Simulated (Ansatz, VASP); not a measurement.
SnO2: VASP beside Ansatz

File INCAR:

```
  ALGO = Normal
  EDIFF = 1E-6
  ENCUT = 520
  GGA = PE
  ISIF = 2
  ISMEAR = 0
  LASPH = True
  LCHARG = False
  LREAL = False
  LWAVE = False
  NBANDS = 35
  NELM = 60
  PREC = Accurate
  SIGMA = 0.01
```

File KPOINTS:

```
k-points
0
Gamma
  8 8 8
```

POSCAR

```
SnO2
1.0
   -1.9847659360      1.9847659360      5.0756311867
    1.9847659360     -1.9847659360      5.0756311867
    1.9847659360      1.9847659360     -5.0756311867
Sn O
2 4
Direct
    0.7500000000      0.2500000000      0.5000000000
    0.0000000000      0.0000000000      0.0000000000
    0.7975941560      0.7975941560      0.0000000000
    0.9524058440      0.4524058440      0.5000000000
    0.2024058440      0.2024058440      0.0000000000
    0.5475941560      0.0475941560      0.5000000000
```

Input for Ansatz:

```yaml
crystal:
  lattice:
    - [-1.984765936, 1.984765936, 5.0756311867]
    - [1.984765936, -1.984765936, 5.0756311867]
    - [1.984765936, 1.984765936, -5.0756311867]
  atoms:
    - { symbol: Sn, position: [0.75, 0.25, 0.5] }
    - { symbol: Sn, position: [0.0, 0.0, 0.0] }
    - { symbol: O, position: [0.797594156, 0.797594156, 0.0] }
    - { symbol: O, position: [0.952405844, 0.452405844, 0.5] }
    - { symbol: O, position: [0.202405844, 0.202405844, 0.0] }
    - { symbol: O, position: [0.547594156, 0.047594156, 0.5] }
kpoints:
  mp_grid: { grid: [8, 8, 8] }
hamiltonian:
  xc: pbe
scf:
  occupations: { method: fixed }
  n_extra_bands: 5
output:
  forces: true
  stress: true
  eigenvalues: true
```

Alike in both runs: task single point; functional PBE; k mesh 8 × 8 × 8; no spin polarisation.

```csv
,VASP,Ansatz
version,VASP 6.6.1,Ansatz 0.2.0
potentials or method,"VASP PAW PBE potentials, release 64 (Sn_d, O)","plane waves, PAW"
plane-wave cutoff (eV),520,420
occupations,"gaussian, width 0.01 eV",fixed
valence electrons in the cell,52,52
```

VASP gave:

| Item | Value |
| --- | --- |
| gap on the k mesh at the Fermi level (eV) | 1.96 |
| pressure (GPa) | 12.0 |
| traceless stress, the component that is largest in VASP (GPa) | 1.92 |
| rms of the force components (eV/Å) | 0.204 |

Question: Which values does Ansatz return?

Answer: gap on the k mesh at the Fermi level (eV): 1.97; pressure (GPa): 11.4; traceless stress, the component that is largest in VASP (GPa): 1.73; rms of the force components (eV/Å): 0.189.

Atom by atom the forces differ by 0.014 eV/Å (rms over components).
